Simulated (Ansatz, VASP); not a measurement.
# P in VASP and in Ansatz

INCAR

```
PREC     = Accurate       # precision mode
ENCUT    = 520            # plane-wave cutoff, eV
EDIFF    = 1E-6           # SCF threshold, eV
ISMEAR   = 0              # smearing method
SIGMA    = 0.05           # smearing width, eV
LREAL    = False          # projectors in reciprocal space
LASPH    = True           # aspherical terms in the spheres
NELM     = 100            # most SCF steps
ALGO     = Normal         # electronic algorithm
ISIF     = 2              # what is computed and relaxed
LWAVE    = False          # write WAVECAR
LCHARG   = True           # write CHGCAR
LDIPOL   = True         
IDIPOL   = 3            
DIPOL    = 0.5 0.5 0.390
GGA      = PE             # functional
IVDW     = 12             # dispersion correction
LELF     = True           # ELF
LVHAR    = True         
LVACPOTAV= True         
NBANDS   = 30             # bands
```

File KPOINTS:

```
regular mesh
0
Gamma
  8 6 1
```

The input POSCAR:

```
P
1.0
    3.2961869629      0.0000000000      0.0000000000
    0.0000000000      4.4391557027      0.0000000000
    0.0000000000      0.0000000000     21.7461973615
P
8
Direct
    0.5000000000      0.9174951453      0.2069327306
    0.0000000000      0.5825048547      0.2069327306
    0.5000000000      0.0825048547      0.3045635322
    0.0000000000      0.4174951453      0.3045635322
    0.5000000000      0.5825048547      0.4751680723
    1.0000000000      0.9174951453      0.4751680723
    0.5000000000      1.4174951453      0.5727988740
    1.0000000000      1.0825048547      0.5727988740
```

Input for Ansatz:

```yaml
crystal:
  lattice:
    - [3.2961869629, 0.0, 0.0]
    - [0.0, 4.4391557027, 0.0]
    - [0.0, 0.0, 21.7461973615]
  atoms:
    - { symbol: P, position: [0.5, 0.9174951453, 0.2069327306] }
    - { symbol: P, position: [0.0, 0.5825048547, 0.2069327306] }
    - { symbol: P, position: [0.5, 0.0825048547, 0.3045635322] }
    - { symbol: P, position: [0.0, 0.4174951453, 0.3045635322] }
    - { symbol: P, position: [0.5, 0.5825048547, 0.4751680723] }
    - { symbol: P, position: [1.0, 0.9174951453, 0.4751680723] }
    - { symbol: P, position: [0.5, 1.4174951453, 0.572798874] }
    - { symbol: P, position: [1.0, 1.0825048547, 0.572798874] }
basis:
  ecutwfc: 420
kpoints:
  mp_grid: { grid: [8, 6, 1] }
hamiltonian:
  xc: pbe
  dispersion: d3bj
scf:
  occupations: { method: gaussian, width: 0.05 }
output:
  forces: true
  eigenvalues: true
efield:
  axis: 3
  dipole_correction: true
  ramp_width: 0.04
```

Alike in both runs: task single point; functional PBE; dispersion D3(BJ); k mesh 8 × 6 × 1; occupations gaussian, width 0.05 eV; no spin polarisation.

|  | VASP | Ansatz |
| --- | --- | --- |
| version | VASP 6.6.1 | Ansatz 0.2.0 |
| potentials or method | VASP PAW PBE potentials, release 64 (P), cutoff 520 eV | scalar-relativistic, plane waves, PAW |
| valence electrons in the cell | 40 | 40 |

```tsv
	VASP	Ansatz	Ansatz less VASP
gap on the k mesh at the Fermi level (eV)	0.44	0.42	-0.016
least direct gap on the mesh (eV)	0.44	0.42	-0.016
rms of the force components (eV/Å)	0.039	0.048	+0.0094
```

Atom by atom the forces differ by 0.031 eV/Å (rms over components).
